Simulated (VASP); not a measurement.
SnO, 4 atoms in the cell. The structure is monoclinic, space group Pm (No. 6). Conventional cell: a = 4.222 Å, b = 3.355 Å, c = 5.674 Å, α = 90.00°, β = 90.00°, γ = 90.00°. Sn (site symmetry m) has 3 O at 2.06 to 2.29 Å within 2.7 Å. Sn (site symmetry m) has 3 O at 2.15 to 2.16 Å within 2.8 Å. Within 2.7 Å of O (site symmetry m) lie 3 Sn at 2.06 to 2.16 Å. O (site symmetry m) has 3 Sn at 2.15 to 2.29 Å within 2.8 Å.  This cell differs from its parent crystal: atom 1 (Sn) moved by (+0.000, +0.225) A along [1 1 0] and z.

| Property | Result |
| --- | --- |
| Program | VASP 6.6.1 |
| Task | single point |
| Functional | LDA |
| Potentials or basis | VASP PAW LDA potentials, release 64 (Sn_d, O) |
| Cutoff | 520 eV |
| k mesh | 8 × 6 × 6 |
| Occupations | gaussian, width 0.05 eV |
| Spin | no spin polarisation |
| Dipole correction | no |
| Further INCAR settings | ALGO = Normal; EDIFF = 1e-06; NBANDS = 28 |

Potentials or basis: VASP PAW LDA potentials, release 64 (Sn_d, O).

Run with:

```bash
$ cat potpaw_LDA.64/Sn_d/POTCAR potpaw_LDA.64/O/POTCAR > POTCAR
$ mpirun -np 1 vasp_std > vasp.out
```

Hardware: 1 thread of Intel Xeon 8259CL (shared host).

Problem. How long does it take, and how much memory?

Solution. Run time: 4.5 min on 1 thread of Intel Xeon 8259CL (shared host), peak memory 0.29 GiB. Counts: scf iterations 14, k points 100.
